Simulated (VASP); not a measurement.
Set up this calculation in VASP 6.6.1, as the native input.

- Task: single point
- Functional: PBE
- Potentials or basis: VASP PAW PBE potentials, release 64 (Ag, I)
- Cutoff: 500 eV
- k mesh: 8 × 8 × 8
- Occupations: gaussian, width 0.02 eV
- Spin: no spin polarisation
- Dipole correction: no
- Further INCAR settings: ALGO = Normal; EDIFF = 1e-06; NBANDS = 16

The structure of AgI lies in POSCAR:

```
AgI
1.0
    0.0000000000      3.3483645309      3.3483645309
    3.3483645309      0.0000000000      3.3483645309
    3.3483645309      3.3483645309      0.0000000000
Ag I
1 1
Direct
    0.0000000000      0.0000000000      0.0000000000
    0.2500000000      0.2500000000      0.2500000000
```

One way to write it, as run:

INCAR

```
PREC     = Accurate       # precision mode
ENCUT    = 500            # plane-wave cutoff, eV
EDIFF    = 1E-6           # SCF threshold, eV
ISMEAR   = 0              # smearing method
SIGMA    = 0.02           # smearing width, eV
LREAL    = F              # projectors in reciprocal space
LASPH    = T              # aspherical terms in the spheres
NELM     = 120            # most SCF steps
ALGO     = Normal         # electronic algorithm
ISIF     = 2              # what is computed and relaxed
LWAVE    = F              # write WAVECAR
LCHARG   = F              # write CHGCAR
GGA      = PE             # functional
NBANDS   = 16             # bands
GGA_COMPAT= F
```

KPOINTS

```
regular mesh
0
Gamma
  8 8 8
```

Potentials or basis: VASP PAW PBE potentials, release 64 (Ag, I).

Launch:

```console
$ cat potpaw_PBE.64/Ag/POTCAR potpaw_PBE.64/I/POTCAR > POTCAR
$ mpirun -np 1 vasp_std > vasp.out
```

Results of the run:

* Pressure: -0.8 GPa
* Band gap on the k mesh: 1.35 eV

Caveat: spin-orbit coupling is left out, which moves the levels of the heavy elements.

Run time: 12 s on 1 thread of Intel(R) Xeon(R) 6975P-C (Granite Rapids), on a shared host, peak memory 0.21 GiB.
